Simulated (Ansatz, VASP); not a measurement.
**BaZrO3: VASP beside Ansatz**

```xyz
5
Lattice="4.2272 0.0000 0.0000 0.0000 4.2272 0.0000 0.0000 0.0000 4.2272" Properties=species:S:1:pos:R:3 pbc="T T T"
Ba    0.0000    0.0000    0.0000
Zr    2.1136    2.1136    2.1136
O     0.0000    2.1136    2.1136
O     2.1136    0.0000    2.1136
O     2.1136    2.1136    0.0000
```

Alike in both runs: functional PBE; k mesh 5 × 5 × 5; no spin polarisation.

Ansatz relaxed the structure, and its values are those at the end. VASP's run is a single point on that final structure, the one shown.

|  | VASP | Ansatz |
| --- | --- | --- |
| version | VASP 6.6.1 | Ansatz 0.2.0 |
| potentials or method | VASP PAW PBE potentials, release 64 (Ba_sv, Zr_sv, O), cutoff 520 eV | plane waves, PAW |
| occupations | gaussian, width 0.01 eV | fixed |
| valence electrons in the cell | 40 | 40 |

|  | VASP | Ansatz | Ansatz less VASP |
| --- | --- | --- | --- |
| pressure (GPa) | 0.9 | 0.0 | -0.94 |

Ansatz's warnings: stress scf threshold loose.

Spin-orbit coupling is off throughout.
